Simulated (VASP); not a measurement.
# Zn3S in VASP: a series of runs

Runs on Zn3S. Level: PBE. Tasks: single point.

Everything below comes from runs of VASP 6.6.1. Logs are shortened: lines on timing, memory, paths and dates and some standing lists are left out, and cuts for length are marked.

## (1) The cell of the first run

It takes space group Pm-3m (No. 221, cubic). The conventional cell has a = 4.038 Å, b = 4.038 Å, c = 4.038 Å, α = 90.00°, β = 90.00°, γ = 90.00°. Zn (site symmetry 4/mmm) has 8 Zn at 2.86 Å and 4 S at 2.86 Å within 3.8 Å. Within 3.8 Å of S (site symmetry m-3m) lie 12 Zn at 2.86 Å.

## (2) Single point, PBE

File INCAR:

```
ALGO = Normal
EDIFF = 1E-6
ENCUT = 520
GGA = PE
ISIF = 2
ISMEAR = 0
LASPH = True
LCHARG = False
LREAL = False
LWAVE = False
NBANDS = 29
NELM = 80
PREC = Accurate
SIGMA = 0.1
```

File KPOINTS:

```
k-points
0
Gamma
  4 4 4
```

File POSCAR:

```
Zn3S
1.0
    4.0381969501      0.0000000000      0.0000000000
    0.0000000000      4.0381969501      0.0000000000
    0.0000000000      0.0000000000      4.0381969501
Zn S
3 1
Direct
    0.0000000000      0.5000000000      0.5000000000
    0.5000000000      0.0000000000      0.5000000000
    0.5000000000      0.5000000000      0.0000000000
    0.0000000000      0.0000000000      0.0000000000
```

Potentials or basis: VASP PAW PBE potentials, release 64 (Zn, S).

The run is started by

```bash
> cat potpaw_PBE.64/Zn/POTCAR potpaw_PBE.64/S/POTCAR > POTCAR
> mpirun -np 1 vasp_std > vasp.out
```

OUTCAR:

```text
EDIFF = 1E-6
   ENCUT = 520
   GGA = PE
   ISIF = 2
   ISMEAR = 0
   LASPH = True
   LREAL = False
   NELM = 80
   PREC = Accurate

 ion  position               nearest neighbor table
   1  0.000  0.500  0.500-   2 2.86   3 2.86   4 2.86   3 2.86   4 2.86   2 2.86   4 2.86   4 2.86
                             2 2.86   3 2.86   3 2.86   2 2.86
   2  0.500  0.000  0.500-   1 2.86   3 2.86   4 2.86   3 2.86   4 2.86   1 2.86   3 2.86   3 2.86
                             1 2.86   4 2.86   4 2.86   1 2.86
   3  0.500  0.500  0.000-   1 2.86   2 2.86   4 2.86   1 2.86   2 2.86   2 2.86   4 2.86   2 2.86
                             1 2.86   4 2.86   1 2.86   4 2.86
   4  0.000  0.000  0.000-   1 2.86   2 2.86   3 2.86   1 2.86   2 2.86   1 2.86   3 2.86   1 2.86
                             2 2.86   3 2.86   2 2.86   3 2.86

  LATTYP: Found a simple cubic cell.
 ALAT       =     4.0381969501

  Lattice vectors:

 A1 = (   4.0381969501,   0.0000000000,   0.0000000000)
 A2 = (   0.0000000000,   4.0381969501,   0.0000000000)
 A3 = (   0.0000000000,   0.0000000000,   4.0381969501)

Analysis of symmetry for initial positions (statically):
=====================================================================
 Subroutine PRICEL returns:
 Original cell was already a primitive cell.

 Routine SETGRP: Setting up the symmetry group for a
 simple cubic supercell.

 Subroutine GETGRP returns: Found 48 space group operations
 (whereof 48 operations were pure point group operations)
 out of a pool of 48 trial point group operations.

The static configuration has the point symmetry O_h .

Analysis of symmetry for dynamics (positions and initial velocities):
=====================================================================
 Subroutine PRICEL returns:
 Original cell was already a primitive cell.

 Routine SETGRP: Setting up the symmetry group for a
 simple cubic supercell.

 Subroutine GETGRP returns: Found 48 space group operations
 (whereof 48 operations were pure point group operations)
 out of a pool of 48 trial point group operations.

The dynamic configuration has the point symmetry O_h .

 Subroutine INISYM returns: Found 48 space group operations
 (whereof 48 operations are pure point group operations),
 and found     1 'primitive' translations

----------------------------------------------------------------------------------------
[... 80 lines left out ...]
   ENCUT  =  520.0 eV  38.22 Ry    6.18 a.u.   7.51  7.51  7.51*2*pi/ulx,y,z
   NELM   =     80;   NELMIN=  2; NELMDL= -5     # of ELM steps
   EDIFF  = 0.1E-05   stopping-criterion for ELM
   LREAL  =      F    real-space projection
   EDIFFG = 0.1E-04   stopping-criterion for IOM
   NSW    =      0    number of steps for IOM
   IBRION =     -1    ionic relax: 0-MD 1-quasi-New 2-CG
   NFREE  =      0    steps in history (QN), initial steepest desc. (CG)
   ISIF   =      2    stress and relaxation
   ISYM   =      2    0-nonsym 1-usesym 2-fastsym
   POTIM  = 0.5000    time-step for ionic-motion
   TEBEG  =    0.0;   TEEND  =   0.0 temperature during run
   PSTRESS=    0.0 pullay stress
   NELECT =      42.0000    total number of electrons
   NUPDOWN=      -1.0000    fix difference up-down
   EMIN   =  10.00;   EMAX   =-10.00  energy-range for DOS
   EFERMI =   0.00;   METHOD = LEGACY
   ISMEAR =     0;   SIGMA  =   0.10  broadening in eV -4-tet -1-fermi 0-gaus
   EFERMI_NEDOS =   21; number of points for ismear=-14 and -15
   IALGO  =     38    algorithm
   IMIX   =      4    mixing-type and parameters
     AMIX     =   0.40;   BMIX     =  1.00
     AMIX_MAG =   1.60;   BMIX_MAG =  1.00
  volume/ion in A,a.u.               =      16.46       111.10
  Fermi-wavevector in a.u.,A,eV,Ry     =   1.409193  2.662988 27.018782  1.985824
  Thomas-Fermi vector in A             =   2.531274
   LORBIT       =      0    0 simple, 1 ext, 2 COOP (PROOUT), +10 PAW based schemes
   GGA     = PE    functional components
   LHFCALC =     F    Hartree Fock is set to
   AEXX    =    0.0000 exact exchange contribution
   IVDW    =     0    specifies the selected vdW correction
   LEPSILON=     F    determine dielectric tensor
   LRPA    =     F    only Hartree local field effects (RPA)
 non-spin polarized calculation
 Gauss-broadening in eV      SIGMA  =   0.10
  energy-cutoff  :      520.00
  volume of cell :       65.85
 maximum number of plane-waves:      1800
   NGX = 15   NGY = 15   NGZ = 15

 number of electron      42.0000074 magnetization

 Free energy of the ion-electron system (eV)
  ---------------------------------------------------
  ext. energy  EPLUGINS =         0.00000000
  ---------------------------------------------------
  free energy    TOTEN  =        -6.88745867 eV

  energy without entropy =       -6.86584849  energy(sigma->0) =       -6.87665358

 E-fermi :   4.0516     XC(G=0): -11.0668

 val. band max:        3.6917495564   @ k =   0.5000   0.0000   0.0000
 cond. band min:       4.0568032205   @ k =   0.2500   0.2500   0.2500
 fundamental gap:      0.3650536641
 Fermi energy:         4.0516490421

 k-point     1 :       0.0000    0.0000    0.0000
  band No.  band energies     occupation
      1     -10.2867      2.00000
      2      -4.2484      2.00000
      3      -3.8274      2.00000
      4      -3.8274      2.00000
      5      -3.8274      2.00000
      6      -3.7268      2.00000
[... 309 lines left out ...]
     28      16.0145      0.00000
     29      17.0987      0.00000

------------------------ aborting loop because EDIFF is reached ----------------------------------------

  FORCE on cell =-STRESS in cart. coord.  units (eV):
  Direction    XX          YY          ZZ          XY          YZ          ZX
  --------------------------------------------------------------------------------------
  -------------------------------------------------------------------------------------
  Total        0.0415478      0.0415478      0.0415478      0.0000000      0.0000000     -0.0000000
  in kB        1.0108708      1.0108708      1.0108708      0.0000000      0.0000000     -0.0000000
  external PRESSURE =       1.0108708 kB  Pullay stress =       0.0000000 kB

 VOLUME and BASIS-vectors are now :
 -----------------------------------------------------------------------------
  energy-cutoff  :      520.00
  volume of cell :       65.85
      direct lattice vectors                 reciprocal lattice vectors
     4.038196950  0.000000000  0.000000000     0.247635272  0.000000000  0.000000000
     0.000000000  4.038196950  0.000000000     0.000000000  0.247635272  0.000000000
     0.000000000  0.000000000  4.038196950     0.000000000  0.000000000  0.247635272

 POSITION                                       TOTAL-FORCE (eV/Angst)
 -----------------------------------------------------------------------------------
      0.00000      2.01910      2.01910         0.000000      0.000000      0.000000
      2.01910      0.00000      2.01910         0.000000      0.000000      0.000000
      2.01910      2.01910      0.00000         0.000000      0.000000      0.000000
      0.00000      0.00000      0.00000         0.000000      0.000000      0.000000
 -----------------------------------------------------------------------------------
    total drift:                                0.000000      0.000000     -0.000000

  FREE ENERGIE OF THE ION-ELECTRON SYSTEM (eV)
  ---------------------------------------------------
  free  energy   TOTEN  =        -6.8874586715 eV

  energy  without entropy=       -6.8658484911  energy(sigma->0) =       -6.87665358
```

stdout:

```text
POSCAR found type information on POSCAR ZnS
 POSCAR found :  2 types and       4 ions
 scaLAPACK will be used
 LDA part: xc-table for (Slater+PW92), standard interpolation
 POSCAR, INCAR and KPOINTS ok, starting setup
 FFT: planning ... GRIDC
 FFT: planning ... GRID_SOFT
 FFT: planning ... GRID
 WAVECAR not read
 entering main loop
```

It took 23 s on 1 thread of AMD EPYC 7R13, shared host; peak memory 0.14 GiB.

What came out:

* Free energy: -6.8875 eV
* Pressure: 0.1 GPa
* Band gap on the k mesh: zero (bands 21 and 22 overlap by 2.78 eV)

Levels at points of the mesh, in eV from the Fermi level:
```tsv
k point	band 17	band 18	band 19	band 20	band 21	band 22	band 23	band 24	band 25	band 26
(0.00, 0.00, 0.00)	-5.57	-4.17	-4.17	-4.17	0.60	0.60	3.17	3.17	3.17	7.89
(0.50, 0.00, 0.00)	-6.90	-3.17	-3.01	-3.01	-0.36	1.40	1.40	2.48	2.56	7.01
(0.50, 0.50, 0.00)	-5.82	-5.82	-5.14	-2.36	0.57	1.42	1.42	3.59	3.59	4.67
(0.50, 0.50, 0.50)	-5.52	-5.52	-5.52	-2.79	-2.18	-2.18	-2.18	5.58	5.58	5.58
```

Caveat: the k points lie up to 0.39 Å⁻¹ apart, too coarse for converged energies and pressures of a metal.

## (3) Single point, PBE

File INCAR:

```
ALGO = Normal
EDIFF = 1E-7
ENCUT = 520
GGA = PE
ISIF = 2
ISMEAR = 0
LASPH = T
LCHARG = F
LREAL = F
LWAVE = F
NBANDS = 29
NELM = 80
PREC = Accurate
SIGMA = 0.1
```

KPOINTS is that of step 2.

File POSCAR:

```
Zn3S
1.0
    4.0445562235      0.0000000000      0.0000000000
    0.0000000000      4.0445562235      0.0000000000
    0.0000000000      0.0000000000      4.0206454605
Zn S
3 1
Direct
    0.0000000000      0.5000000000      0.5000000000
    0.5000000000      0.0000000000      0.5000000000
    0.5000000000      0.5000000000      0.0000000000
    0.0000000000      0.0000000000      0.0000000000
```

Potentials or basis: VASP PAW PBE potentials, release 64 (Zn, S).

The run is started by

```bash
> cat potpaw_PBE.64/Zn/POTCAR potpaw_PBE.64/S/POTCAR > POTCAR
> mpirun -np 1 vasp_std > vasp.out
```

It took 41 s on 1 thread of AMD EPYC 7R13, shared host; peak memory 0.15 GiB.

The run converged. Its results:

```yaml
Free_energy: -6.8872 eV
Pressure: 0.3 GPa
Band_gap_on_the_k_mesh: zero (bands 21 and 22 overlap by 2.79 eV)
```

Stress tensor (GPa, compression positive):
```
0.25 0.00 0.00
0.00 0.25 0.00
0.00 0.00 0.36
```

Levels at points of the mesh, in eV from the Fermi level:
```tsv
k point	band 19	band 20	band 21	band 22	band 23	band 24
(0.00, 0.00, 0.00)	-4.20	-4.15	0.56	0.65	3.15	3.15
(0.50, 0.00, 0.00)	-3.03	-3.00	-0.36	1.36	1.45	2.50
(0.50, 0.50, 0.00)	-5.16	-2.35	0.61	1.44	1.44	3.62
(0.00, 0.00, 0.50)	-3.01	-3.01	-0.37	1.39	1.39	2.45
(0.50, 0.00, 0.50)	-5.14	-2.37	0.55	1.39	1.42	3.56
(0.50, 0.50, 0.50)	-5.52	-2.79	-2.19	-2.19	-2.17	5.55
```

Caveat: the k points lie up to 0.39 Å⁻¹ apart, too coarse for converged energies and pressures of a metal.

The gap in the log of VASP goes by the Fermi energy; the results here count the filled bands.